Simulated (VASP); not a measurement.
# Ir (Fm-3m) in VASP: a series of runs

The runs below take Ir through single point, relaxation of cell and atoms, with PBEsol.

All numbers are computed with VASP 6.6.1; they aren't measurements. Logs are shortened: lines on timing, memory, paths and dates and some standing lists are left out, and cuts for length are marked.

**1. The cell of the first run**

It takes space group Fm-3m (No. 225, cubic). The conventional cell has a = 3.830 Å, b = 3.830 Å, c = 3.830 Å, α = 90.00°, β = 90.00°, γ = 90.00°. Within 3.6 Å of Ir (site symmetry m-3m) lie 12 Ir at 2.71 Å.

**2. Single point, PBEsol**

Input file INCAR:

```
ALGO = Normal
EDIFF = 1E-7
ENCUT = 520
GGA = PS
ISIF = 2
ISMEAR = 0
LASPH = T
LCHARG = T
LELF = T
LREAL = F
LVHAR = T
LWAVE = F
NBANDS = 10
NELM = 100
PREC = Accurate
SIGMA = 0.05
```

Input file KPOINTS:

```
k-points
0
Gamma
  21 21 21
```

Input file POSCAR:

```
Ir
1.0
    0.0000000000      1.9150664799      1.9150664799
    1.9150664799      0.0000000000      1.9150664799
    1.9150664799      1.9150664799      0.0000000000
Ir
1
Direct
    0.0000000000      0.0000000000      0.0000000000
```

Potentials or basis: VASP PAW PBE potentials, release 64 (Ir).

On the command line:

```
cat potpaw_PBE.64/Ir/POTCAR > POTCAR
mpirun -np 1 vasp_std > vasp.out
```

OUTCAR:

```text
EDIFF = 1E-7
   ENCUT = 520
   GGA = PS
   ISIF = 2
   ISMEAR = 0
   LASPH = T
   LREAL = F
   NELM = 100
   PREC = Accurate

 ion  position               nearest neighbor table
   1  0.000  0.000  0.000-

  LATTYP: Found a face centered cubic cell.
 ALAT       =     3.8301329598

  Lattice vectors:

 A1 = (   0.0000000000,   1.9150664799,   1.9150664799)
 A2 = (   1.9150664799,   0.0000000000,   1.9150664799)
 A3 = (   1.9150664799,   1.9150664799,   0.0000000000)

Analysis of symmetry for initial positions (statically):
=====================================================================
 Subroutine PRICEL returns:
 Original cell was already a primitive cell.

 Routine SETGRP: Setting up the symmetry group for a
 face centered cubic supercell.

 Subroutine GETGRP returns: Found 48 space group operations
 (whereof 48 operations were pure point group operations)
 out of a pool of 48 trial point group operations.

The static configuration has the point symmetry O_h .

Analysis of symmetry for dynamics (positions and initial velocities):
=====================================================================
 Subroutine PRICEL returns:
 Original cell was already a primitive cell.

 Routine SETGRP: Setting up the symmetry group for a
 face centered cubic supercell.

 Subroutine GETGRP returns: Found 48 space group operations
 (whereof 48 operations were pure point group operations)
 out of a pool of 48 trial point group operations.

The dynamic configuration has the point symmetry O_h .

 Subroutine INISYM returns: Found 48 space group operations
 (whereof 48 operations are pure point group operations),
 and found     1 'primitive' translations

----------------------------------------------------------------------------------------

                                     Primitive cell

  volume of cell :      14.0469

  direct lattice vectors                    reciprocal lattice vectors
     0.000000000  1.915066480  1.915066480    -0.261087542  0.261087542  0.261087542
     1.915066480  0.000000000  1.915066480     0.261087542 -0.261087542  0.261087542
     1.915066480  1.915066480  0.000000000     0.261087542  0.261087542 -0.261087542

  length of vectors
     2.708312989  2.708312989  2.708312989     0.452216888  0.452216888  0.452216888

  position of ions in fractional coordinates (direct lattice)
     0.000000000  0.000000000  0.000000000

  ion indices of the primitive-cell ions
[... 72 lines left out ...]
   ENCUT  =  520.0 eV  38.22 Ry    6.18 a.u.   5.04  5.04  5.04*2*pi/ulx,y,z
   NELM   =    100;   NELMIN=  2; NELMDL= -5     # of ELM steps
   EDIFF  = 0.1E-06   stopping-criterion for ELM
   LREAL  =      F    real-space projection
   EDIFFG = 0.1E-05   stopping-criterion for IOM
   NSW    =      0    number of steps for IOM
   IBRION =     -1    ionic relax: 0-MD 1-quasi-New 2-CG
   NFREE  =      0    steps in history (QN), initial steepest desc. (CG)
   ISIF   =      2    stress and relaxation
   ISYM   =      2    0-nonsym 1-usesym 2-fastsym
   POTIM  = 0.5000    time-step for ionic-motion
   TEBEG  =    0.0;   TEEND  =   0.0 temperature during run
   PSTRESS=    0.0 pullay stress
   NELECT =       9.0000    total number of electrons
   NUPDOWN=      -1.0000    fix difference up-down
   EMIN   =  10.00;   EMAX   =-10.00  energy-range for DOS
   EFERMI =   0.00;   METHOD = LEGACY
   ISMEAR =     0;   SIGMA  =   0.05  broadening in eV -4-tet -1-fermi 0-gaus
   EFERMI_NEDOS =   21; number of points for ismear=-14 and -15
   IALGO  =     38    algorithm
   IMIX   =      4    mixing-type and parameters
     AMIX     =   0.40;   BMIX     =  1.00
     AMIX_MAG =   1.60;   BMIX_MAG =  1.00
  volume/ion in A,a.u.               =      14.05        94.79
  Fermi-wavevector in a.u.,A,eV,Ry     =   1.411330  2.667026 27.100785  1.991852
  Thomas-Fermi vector in A             =   2.533192
   LORBIT       =      0    0 simple, 1 ext, 2 COOP (PROOUT), +10 PAW based schemes
   GGA     = PS    functional components
   LHFCALC =     F    Hartree Fock is set to
   AEXX    =    0.0000 exact exchange contribution
   IVDW    =     0    specifies the selected vdW correction
   LEPSILON=     F    determine dielectric tensor
   LRPA    =     F    only Hartree local field effects (RPA)
 non-spin polarized calculation
 Gauss-broadening in eV      SIGMA  =   0.05
  energy-cutoff  :      520.00
  volume of cell :       14.05
 maximum number of plane-waves:       388
   NGX =  9   NGY =  9   NGZ =  9

 number of electron       9.0000000 magnetization

 Free energy of the ion-electron system (eV)
  ---------------------------------------------------
  ext. energy  EPLUGINS =         0.00000000
  ---------------------------------------------------
  free energy    TOTEN  =        -9.81972196 eV

  energy without entropy =       -9.81834933  energy(sigma->0) =       -9.81903565

 E-fermi :  10.3941     XC(G=0): -14.1430

 val. band max:       10.3910222266   @ k =  -0.4762   0.4762   0.0476
 cond. band min:      10.3951941266   @ k =  -0.4762   0.3333   0.1429
 fundamental gap:      0.0041718999
 Fermi energy:        10.3941464180

 k-point     1 :       0.0000    0.0000    0.0000
  band No.  band energies     occupation
      1      -0.8980      2.00000
      2       6.4258      2.00000
      3       6.4258      2.00000
      4       6.4258      2.00000
      5       9.1721      2.00000
      6       9.1721      2.00000
      7      24.6748      0.00000
      8      30.2903      0.00000
      9      30.2903      0.00000
     10      30.2903      0.00000
[... 287 lines left out ...]
 k-point    24 :      -0.3810    0.0476    0.0000
  band No.  band energies     occupation
      1       2.2382      2.00000
      2       6.4085      2.00000
      3       6.5168      2.00000
      4       7.8520      2.00000
      5      10.5469      0.00002
      6      11.2629      0.00000
      7      19.6317      0.00000
      8      24.9970      0.00000
      9      30.5664      0.00000
     10      31.8149      0.00000

 [... further k-points ...]
[... 5 lines left out ...]
  --------------------------------------------------------------------------------------
  -------------------------------------------------------------------------------------
  Total        0.0913020      0.0913020      0.0913020      0.0000000      0.0000000     -0.0000000
  in kB       10.4138039     10.4138039     10.4138039      0.0000000      0.0000000     -0.0000000
  external PRESSURE =      10.4138039 kB  Pullay stress =       0.0000000 kB

 VOLUME and BASIS-vectors are now :
 -----------------------------------------------------------------------------
  energy-cutoff  :      520.00
  volume of cell :       14.05
      direct lattice vectors                 reciprocal lattice vectors
     0.000000000  1.915066480  1.915066480    -0.261087542  0.261087542  0.261087542
     1.915066480  0.000000000  1.915066480     0.261087542 -0.261087542  0.261087542
     1.915066480  1.915066480  0.000000000     0.261087542  0.261087542 -0.261087542

 POSITION                                       TOTAL-FORCE (eV/Angst)
 -----------------------------------------------------------------------------------
      0.00000      0.00000      0.00000         0.000000      0.000000     -0.000000
 -----------------------------------------------------------------------------------
    total drift:                                0.000000     -0.000000     -0.000000

  FREE ENERGIE OF THE ION-ELECTRON SYSTEM (eV)
  ---------------------------------------------------
  free  energy   TOTEN  =        -9.8197219638 eV

  energy  without entropy=       -9.8183493339  energy(sigma->0) =       -9.81903565
```

OSZICAR:

```text
N       E                     dE             d eps       ncg     rms          rms(c)
DAV:   1     0.478350513209E+02    0.47835E+02   -0.43809E+03  5744   0.823E+02
DAV:   2    -0.954762104276E+01   -0.57383E+02   -0.54452E+02  5852   0.198E+02
DAV:   3    -0.104408118084E+02   -0.89319E+00   -0.89047E+00  6656   0.300E+01
DAV:   4    -0.104488659518E+02   -0.80541E-02   -0.80524E-02  6440   0.268E+00
DAV:   5    -0.104490224090E+02   -0.15646E-03   -0.15646E-03  6584   0.356E-01    0.161E+01
DAV:   6    -0.992233072817E+01    0.52669E+00   -0.92450E-01  6398   0.117E+01    0.636E+00
DAV:   7    -0.982685210485E+01    0.95479E-01   -0.28246E-01  6792   0.588E+00    0.147E+00
DAV:   8    -0.982503276023E+01    0.18193E-02   -0.19459E-03  6156   0.436E-01    0.125E+00
DAV:   9    -0.981973612048E+01    0.52966E-02   -0.27241E-03  6314   0.757E-01    0.401E-02
DAV:  10    -0.981972044586E+01    0.15675E-04   -0.19707E-05  8398   0.505E-02    0.209E-02
DAV:  11    -0.981972191985E+01   -0.14740E-05   -0.14366E-06  6284   0.822E-03    0.319E-03
DAV:  12    -0.981972196383E+01   -0.43976E-07   -0.25588E-08  3994   0.177E-03
   1 F= -.98197220E+01 E0= -.98190356E+01  d E =-.137263E-02
```

stdout:

```text
POSCAR found type information on POSCAR Ir
 POSCAR found :  1 types and       1 ions
 scaLAPACK will be used
 -----------------------------------------------------------------------------
|                                                                             |
|                                                                             |
|     You enforced a specific xc type in the INCAR file but a different       |
|     I HOPE YOU KNOW WHAT YOU ARE DOING!                                     |
|                                                                             |
 -----------------------------------------------------------------------------

 LDA part: xc-table for (Slater+PW92), standard interpolation
 POSCAR, INCAR and KPOINTS ok, starting setup
 FFT: planning ... GRIDC
 FFT: planning ... GRID_SOFT
 FFT: planning ... GRID
 WAVECAR not read
 entering main loop
```

It took 26 s on 1 thread of Intel Xeon Platinum 8375C at 2.90GHz (Ice Lake), shared host; peak memory 0.16 GiB.

Results:

| Item | Value |
| --- | --- |
| Free energy | -9.8197 eV |
| Pressure | 1.0 GPa |

Caveat: the PAW data sets were made with another functional, which shifts forces and pressure a little; spin-orbit coupling is left out, which moves the levels of the heavy elements.

**3. Relaxation of cell and atoms, PBEsol**

Input file INCAR:

```
SYSTEM = Ir
PREC = Accurate
ENCUT = 600
EDIFF = 1E-6
ISMEAR = 0
SIGMA = 0.05
LREAL = .False.
LASPH = .True.
NELM = 80
ALGO = Normal
ISIF = 3
LWAVE = .False.
LCHARG = .False.
GGA = PS
IBRION = 2
NSW = 50
EDIFFG = -0.01
```

Input file KPOINTS:

```
regular mesh
0
Gamma
  21 21 21
  0 0 0
```

Input file POSCAR:

```
Ir
1.0
    0.0000000000      1.9156000000      1.9156000000
    1.9156000000      0.0000000000      1.9156000000
    1.9156000000      1.9156000000      0.0000000000
Ir
1
Direct
    0.0000000000      0.0000000000      0.0000000000
```

Potentials or basis: VASP PAW PBE potentials, release 64 (Ir).

On the command line:

```
cat potpaw_PBE.64/Ir/POTCAR > POTCAR
mpirun -np 1 vasp_std > vasp.out
```

It took 49 s on 1 thread of Intel Xeon Platinum 8375C at 2.90GHz (Ice Lake), shared host; peak memory 0.18 GiB.

Results (log left out):

| Property | Result |
| --- | --- |
| Free energy | -9.8199 eV |
| Relaxed volume | 14.09 Å³/atom |
| Relaxed cell | a = 2.711 Å, b = 2.711 Å, c = 2.711 Å, α = 60.00°, β = 60.00°, γ = 60.00° |
| Space group after relaxing (to 0.05 Å) | Fm-3m (No. 225) |
| Energy gained by relaxing | 0.1 meV/atom |
| Ionic steps | 3 |
| Pressure after relaxing | 0.0 GPa |

Final structure:
```xyz
1
Lattice="0.0000 1.9169 1.9169 1.9169 0.0000 1.9169 1.9169 1.9169 0.0000" Properties=species:S:1:pos:R:3 pbc="T T T"
Ir    0.0000    0.0000    0.0000
```

Levels at points of the mesh, in eV from the Fermi level:
| k point | band 2 | band 3 | band 4 | band 5 | band 6 | band 7 |
| --- | --- | --- | --- | --- | --- | --- |
| (0.00, 0.00, 0.00) | -3.95 | -3.95 | -3.95 | -1.22 | -1.22 | 14.29 |

Caveat: the PAW data sets were made with another functional, which shifts forces and pressure a little; spin-orbit coupling is left out, which moves the levels of the heavy elements.
